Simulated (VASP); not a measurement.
Crystal: Mg2CdSe3.

```
Mg Cd Se
1.0
     4.27723    0.00405   -0.02344
    -2.13511    3.64007   -0.01319
    -0.11377   -0.13960   20.48602
Mg Cd Se
4 2 6
Cartesian
  2.0279 1.1334 3.4453
  1.9906 0.9191 17.0035
  -0.0740 2.3747 6.8242
  -0.0125 2.3579 13.7112
  2.1052 1.1095 10.2028
  -0.1565 2.4049 -0.0888
  2.0018 1.1891 5.9276
  2.1515 1.3262 12.8682
  2.2094 1.0724 19.5555
  -0.0045 2.3775 2.7238
  -0.0430 2.4201 9.2882
  0.0026 2.3773 16.1134
```

| Property | Result |
| --- | --- |
| Program | VASP 6.6.1 |
| Task | relaxation of cell and atoms |
| Functional | PBE |
| Potentials or basis | VASP PAW PBE potentials, release 64 (Mg, Cd, Se) |
| Cutoff | 600 eV |
| k mesh | 6 × 6 × 1 |
| Occupations | gaussian, width 0.1 eV |
| Spin | no spin polarisation |

At the start: pressure 3.8 GPa; volume 26.59 Å³/atom.

Problem. Where does the relaxation end?

Solution. Over 20 steps the energy falls by 96.7 meV/atom and the volume is 27.89 Å³/atom (+4.9 %); space group P1 (No. 1, to 0.1 Å) before, Cmc2_1 (No. 36, to 0.1 Å).

Step by step:
| step | energy change (eV) | largest force (eV/Å) | pressure (GPa) | volume (Å³) |
| --- | --- | --- | --- | --- |
| 1 | 0.0000 | 3.3591 | 3.82 | 319.11 |
| 2 | -0.9205 | 0.6237 | -1.56 | 349.15 |
| 3 | -0.9371 | 0.6263 | -0.99 | 344.44 |
| 4 | -1.0762 | 0.4278 | -0.35 | 337.97 |
| 5 | -1.1227 | 0.2320 | 0.42 | 331.72 |
| 6 | -1.1447 | 0.1070 | 0.05 | 334.21 |
| 7 | -1.1464 | 0.0997 | -0.08 | 335.15 |
| 8 | -1.1504 | 0.0618 | 0.01 | 334.51 |
| 9 | -1.1513 | 0.0561 | 0.08 | 334.05 |
| 10 | -1.1528 | 0.0487 | -0.02 | 334.73 |
| 11 | -1.1533 | 0.0663 | -0.12 | 335.50 |
| 12 | -1.1544 | 0.0571 | -0.06 | 335.08 |
| 13 | -1.1552 | 0.0579 | 0.04 | 334.37 |
| 14 | -1.1561 | 0.0373 | 0.01 | 334.52 |
| 15 | -1.1565 | 0.0508 | -0.02 | 334.76 |
| 16 | -1.1572 | 0.0454 | -0.01 | 334.72 |
| 17 | -1.1583 | 0.0478 | 0.01 | 334.59 |
| 18 | -1.1593 | 0.0253 | 0.00 | 334.64 |
| 19 | -1.1596 | 0.0296 | 0.00 | 334.68 |
| 20 | -1.1599 | 0.0247 | 0.00 | 334.68 |

Final structure:
```
Mg Cd Se
1.0
     4.30256    0.00072    0.00242
    -2.15112    3.72302    0.00060
     0.00677    0.00787   20.89134
Mg Cd Se
4 2 6
Direct
  0.65503 0.32659 0.16729
  0.67125 0.33112 0.83032
  0.32529 0.66610 0.33003
  0.34708 0.67650 0.66780
  0.67108 0.33913 0.50100
  0.32937 0.66008 0.00089
  0.65824 0.33267 0.29165
  0.68048 0.34378 0.62982
  0.66365 0.32696 0.95485
  0.32257 0.65962 0.12947
  0.33739 0.67223 0.45475
  0.33856 0.66524 0.79213
```
